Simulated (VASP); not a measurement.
# MgO (Fm-3m) in VASP: further runs, part 2 of 3

VASP 6.6.1. The steps go on from the part before.

## Step 3: Single point, HSE06

File POSCAR:

```
MgO
1.0
    0.0000000000      2.1268522623      2.1268522623
    2.1268522623      0.0000000000      2.1268522623
    2.1268522623      2.1268522623      0.0000000000
Mg O
1 1
Direct
    0.0000000000      0.0000000000      0.0000000000
    0.5000000000      0.5000000000      0.5000000000
```

File INCAR.step1:

```
SYSTEM = MgO
PREC = Accurate
ENCUT = 520
EDIFF = 1E-5
ISMEAR = 0
SIGMA = 0.02
LREAL = .False.
LASPH = .True.
NELM = 80
ALGO = Normal
ISIF = 2
LWAVE = .True.
LCHARG = .False.
NBANDS = 11
GGA = PE
```

File INCAR.step2:

```
SYSTEM = MgO
PREC = Accurate
ENCUT = 520
EDIFF = 1E-6
ISMEAR = 0
SIGMA = 0.02
LREAL = .False.
LASPH = .True.
NELM = 80
ALGO = Normal
ISIF = 2
LWAVE = .False.
LCHARG = .False.
GGA = PE
LHFCALC = .True.
HFSCREEN = 0.2079
PRECFOCK = Normal
NBANDS = 11
ISTART = 1
```

File KPOINTS:

```
regular mesh
0
Gamma
  8 8 8
  0 0 0
```

Potentials or basis: VASP PAW PBE potentials, release 64 (Mg, O).

On the command line:

```console
$ cat potpaw_PBE.64/Mg/POTCAR potpaw_PBE.64/O/POTCAR > POTCAR
$ cp INCAR.step1 INCAR
$ mpirun -np 1 vasp_std > vasp.out
$ cp INCAR.step2 INCAR
$ mpirun -np 1 vasp_std > vasp.out
```

OUTCAR:

```text
SYSTEM = MgO
   PREC = Accurate
   ENCUT = 520
   EDIFF = 1E-6
   ISMEAR = 0
   LREAL = .False.
   LASPH = .True.
   NELM = 80
   ISIF = 2
   GGA = PE
   LHFCALC = .True.
   HFSCREEN = 0.2079
   PRECFOCK = Normal
   ISTART = 1

 ion  position               nearest neighbor table
   1  0.000  0.000  0.000-   2 2.13   2 2.13   2 2.13   2 2.13   2 2.13   2 2.13
   2  0.500  0.500  0.500-   1 2.13   1 2.13   1 2.13   1 2.13   1 2.13   1 2.13

  LATTYP: Found a face centered cubic cell.
 ALAT       =     4.2537045246

  Lattice vectors:

 A1 = (   0.0000000000,   2.1268522623,   2.1268522623)
 A2 = (   2.1268522623,   0.0000000000,   2.1268522623)
 A3 = (   2.1268522623,   2.1268522623,   0.0000000000)

Analysis of symmetry for initial positions (statically):
=====================================================================
 Subroutine PRICEL returns:
 Original cell was already a primitive cell.

 Routine SETGRP: Setting up the symmetry group for a
 face centered cubic supercell.

 Subroutine GETGRP returns: Found 48 space group operations
 (whereof 48 operations were pure point group operations)
 out of a pool of 48 trial point group operations.

The static configuration has the point symmetry O_h .

Analysis of symmetry for dynamics (positions and initial velocities):
=====================================================================
 Subroutine PRICEL returns:
 Original cell was already a primitive cell.

 Routine SETGRP: Setting up the symmetry group for a
 face centered cubic supercell.

 Subroutine GETGRP returns: Found 48 space group operations
 (whereof 48 operations were pure point group operations)
 out of a pool of 48 trial point group operations.

The dynamic configuration has the point symmetry O_h .

 Subroutine INISYM returns: Found 48 space group operations
 (whereof 48 operations are pure point group operations),
 and found     1 'primitive' translations

----------------------------------------------------------------------------------------

                                     Primitive cell

  volume of cell :      19.2416

  direct lattice vectors                    reciprocal lattice vectors
     0.000000000  2.126852262  2.126852262    -0.235089201  0.235089201  0.235089201
     2.126852262  0.000000000  2.126852262     0.235089201 -0.235089201  0.235089201
     2.126852262  2.126852262  0.000000000     0.235089201  0.235089201 -0.235089201

  length of vectors
     3.007823315  3.007823315  3.007823315     0.407186441  0.407186441  0.407186441

  position of ions in fractional coordinates (direct lattice)
     0.000000000  0.000000000  0.000000000
     0.500000000  0.500000000  0.500000000

  ion indices of the primitive-cell ions
   primitive index   ion index
                 1           1
                 2           2

----------------------------------------------------------------------------------------

 KPOINTS: regular mesh

Automatic generation of k-mesh.
 Grid dimensions read from file:
 generate k-points for:    8    8    8

 Generating k-lattice:

  Cartesian coordinates                     Fractional coordinates (reciprocal lattice)
[... 48 lines left out ...]
   NGX,Y,Z   is equivalent  to a cutoff of  13.27, 13.27, 13.27 a.u.
   NGXF,Y,Z  is equivalent  to a cutoff of  26.53, 26.53, 26.53 a.u.
 SYSTEM =  MgO
   PREC   = accura    normal or accurate (medium, high low for compatibility)
   ISTART =      1    job   : 0-new  1-cont  2-samecut
   ICHARG =      0    charge: 1-file 2-atom 10-const
   ISPIN  =      1    spin polarized calculation?
   LNONCOLLINEAR =      F non collinear calculations
   LSORBIT =      F    spin-orbit coupling
   LASPH  =      T    aspherical Exc in radial PAW
   ENCUT  =  520.0 eV  38.22 Ry    6.18 a.u.   5.59  5.59  5.59*2*pi/ulx,y,z
   NELM   =     80;   NELMIN=  2; NELMDL=  0     # of ELM steps
   EDIFF  = 0.1E-05   stopping-criterion for ELM
   LREAL  =      F    real-space projection
   EDIFFG = 0.1E-04   stopping-criterion for IOM
   NSW    =      0    number of steps for IOM
   IBRION =     -1    ionic relax: 0-MD 1-quasi-New 2-CG
   NFREE  =      0    steps in history (QN), initial steepest desc. (CG)
   ISIF   =      2    stress and relaxation
   ISYM   =      3    0-nonsym 1-usesym 2-fastsym
   POTIM  = 0.5000    time-step for ionic-motion
   TEBEG  =    0.0;   TEEND  =   0.0 temperature during run
   PSTRESS=    0.0 pullay stress
   NELECT =       8.0000    total number of electrons
   NUPDOWN=      -1.0000    fix difference up-down
   EMIN   =  10.00;   EMAX   =-10.00  energy-range for DOS
   EFERMI =   0.00;   METHOD = LEGACY
   ISMEAR =     0;   SIGMA  =   0.02  broadening in eV -4-tet -1-fermi 0-gaus
   EFERMI_NEDOS =   21; number of points for ismear=-14 and -15
   IALGO  =     38    algorithm
   IMIX   =      1    mixing-type and parameters
     AMIX     =   0.40;   BMIX     =  1.00
     AMIX_MAG =   1.60;   BMIX_MAG =  1.00
  volume/ion in A,a.u.               =       9.62        64.92
  Fermi-wavevector in a.u.,A,eV,Ry     =   1.221868  2.308995 20.312962  1.492961
  Thomas-Fermi vector in A             =   2.357035
   LORBIT       =      0    0 simple, 1 ext, 2 COOP (PROOUT), +10 PAW based schemes
   GGA     = PE    functional components
   LHFCALC =     T    Hartree Fock is set to
   PRECFOCK=normal    Normal, Fast or Accurate (Low or Medium for compatibility)
   ENCUT4O =  -1.0   cutoff for four orbital integrals eV
   NKREDX  =     1    reduce k-point grid by
   NKREDY  =     1    reduce k-point grid by
   NKREDZ  =     1    reduce k-point grid by
   AEXX    =    0.2500 exact exchange contribution
   HFSCREEN=    0.2079 screening length (either q_TF or 0.3 A-1)
   HFSCREENC=   0.2079 screening length for correlation (either q_TF or 0.3 A-1)
   ENCUTFOCK=  -1.0 apply spherical cutoff to Coloumb kernel
   IVDW    =     0    specifies the selected vdW correction
   LEPSILON=     F    determine dielectric tensor
   LRPA    =     F    only Hartree local field effects (RPA)
 non-spin polarized calculation
 Gauss-broadening in eV      SIGMA  =   0.02
  energy-cutoff  :      520.00
  volume of cell :       19.24
 maximum number of plane-waves:       534
 NGX is ok and might be reduce to    24
  NGX = 18; NGY = 18; NGZ = 18

 number of electron       8.0000004 magnetization

 Free energy of the ion-electron system (eV)
  ---------------------------------------------------
  ext. energy  EPLUGINS =         0.00000000
  ---------------------------------------------------
  free energy    TOTEN  =       -14.19678320 eV

  energy without entropy =      -14.19678320  energy(sigma->0) =      -14.19678320

 E-fermi :   1.9681     XC(G=0):  -8.9882

 val. band max:        1.7356796427   @ k =   0.0000   0.0000   0.0000
 cond. band min:       7.8634204846   @ k =   0.0000   0.0000   0.0000
 fundamental gap:      6.1277408419
 Fermi energy:         1.9681224922

 k-point     1 :       0.0000    0.0000    0.0000
  band No.  band energies     occupation
      1     -16.9366      2.00000
      2       1.7357      2.00000
      3       1.7357      2.00000
      4       1.7357      2.00000
      5       7.8634      0.00000
      6      19.2983      0.00000
      7      19.2983      0.00000
      8      19.2983      0.00000
      9      23.1445      0.00000
     10      25.0475      0.00000
     11      25.0475      0.00000
[... 309 lines left out ...]
 k-point    24 :      -0.3750    0.2500    0.1250
  band No.  band energies     occupation
      1     -15.5148      2.00000
      2      -2.4160      2.00000
      3      -0.2646      2.00000
      4       0.7058      2.00000
      5      13.0552      0.00000
      6      15.7788      0.00000
      7      16.8788      0.00000
      8      20.3830      0.00000
      9      24.0394      0.00000
     10      25.6625      0.00000
     11      29.6215      0.00000

 [... further k-points ...]

------------------------ aborting loop because EDIFF is reached ----------------------------------------

  FORCE on cell =-STRESS in cart. coord.  units (eV):
  Direction    XX          YY          ZZ          XY          YZ          ZX
  --------------------------------------------------------------------------------------
  -------------------------------------------------------------------------------------
  Total       -0.7333996     -0.7333996     -0.7333996     -0.0000000      0.0000000     -0.0000000
  in kB      -61.0673825    -61.0673825    -61.0673825     -0.0000000      0.0000000     -0.0000000
  external PRESSURE =     -61.0673825 kB  Pullay stress =       0.0000000 kB

 VOLUME and BASIS-vectors are now :
 -----------------------------------------------------------------------------
  energy-cutoff  :      520.00
  volume of cell :       19.24
      direct lattice vectors                 reciprocal lattice vectors
     0.000000000  2.126852262  2.126852262    -0.235089201  0.235089201  0.235089201
     2.126852262  0.000000000  2.126852262     0.235089201 -0.235089201  0.235089201
     2.126852262  2.126852262  0.000000000     0.235089201  0.235089201 -0.235089201

 POSITION                                       TOTAL-FORCE (eV/Angst)
 -----------------------------------------------------------------------------------
      0.00000      0.00000      0.00000         0.000000     -0.000000     -0.000000
      2.12685      2.12685      2.12685         0.000000      0.000000      0.000000
 -----------------------------------------------------------------------------------
    total drift:                               -0.000000     -0.000000     -0.000000

  FREE ENERGIE OF THE ION-ELECTRON SYSTEM (eV)
  ---------------------------------------------------
  free  energy   TOTEN  =       -14.1967831966 eV

  energy  without entropy=      -14.1967831966  energy(sigma->0) =      -14.19678320
```

It took 32 min on 1 thread of Intel Xeon 8259CL, shared host; peak memory 0.26 GiB.

What came out:

```yaml
Free_energy: -14.1968 eV
Pressure: -6.1 GPa
Band_gap_on_the_k_mesh: 6.13 eV
```

Caveat: the cell stands under tension; the PAW data sets were made with another functional, which shifts forces and pressure a little.

(Continued in part 3 of 3.)
